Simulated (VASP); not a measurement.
Ga2O3, 5 atoms in the cell. The structure is trigonal, space group P-3m1 (No. 164). Conventional cell: a = 2.991 Å, b = 2.991 Å, c = 6.846 Å, α = 90.00°, β = 90.00°, γ = 120.00°. Ga (site symmetry 3m) has 6 O at 1.87 to 2.22 Å within 2.5 Å. O (site symmetry -3m) has 6 Ga at 2.22 Å and 12 O at 2.73 to 2.99 Å within 3.0 Å. Within 2.5 Å of O (site symmetry 3m) lie 3 Ga at 1.87 Å. 

```yaml
Program: VASP 6.6.1
Task: single point
Functional: HSE06
Potentials_or_basis: VASP PAW PBE potentials, release 64 (Ga_d, O)
Cutoff: 520 eV
k_mesh: 6 × 6 × 2
Occupations: gaussian, width 0.01 eV
Spin: no spin polarisation
Dipole_correction: no
Grid_for_exact_exchange_PRECFOCK: Fast
Further_INCAR_settings: ALGO = Normal; EDIFF = 1e-06; NBANDS = 30
Share_of_exact_exchange: 0.25
Screening_parameter: 0.2079 1/Å
```

Potentials or basis: VASP PAW PBE potentials, release 64 (Ga_d, O).

Launch:

```console
$ cat potpaw_PBE.64/Ga_d/POTCAR potpaw_PBE.64/O/POTCAR > POTCAR
$ cp INCAR.step1 INCAR
$ mpirun -np 1 vasp_std > vasp.out
$ cp INCAR.step2 INCAR
$ mpirun -np 1 vasp_std > vasp.out
```

Hardware: 1 thread of Oxide Virtual Turin-like Processor (shared host).

**Question.** Estimate the wall time of this run.

**Answer.** Wall time 56 min on 1 thread of Oxide Virtual Turin-like Processor (shared host), peak memory 0.26 GiB. Counts: k points 14.
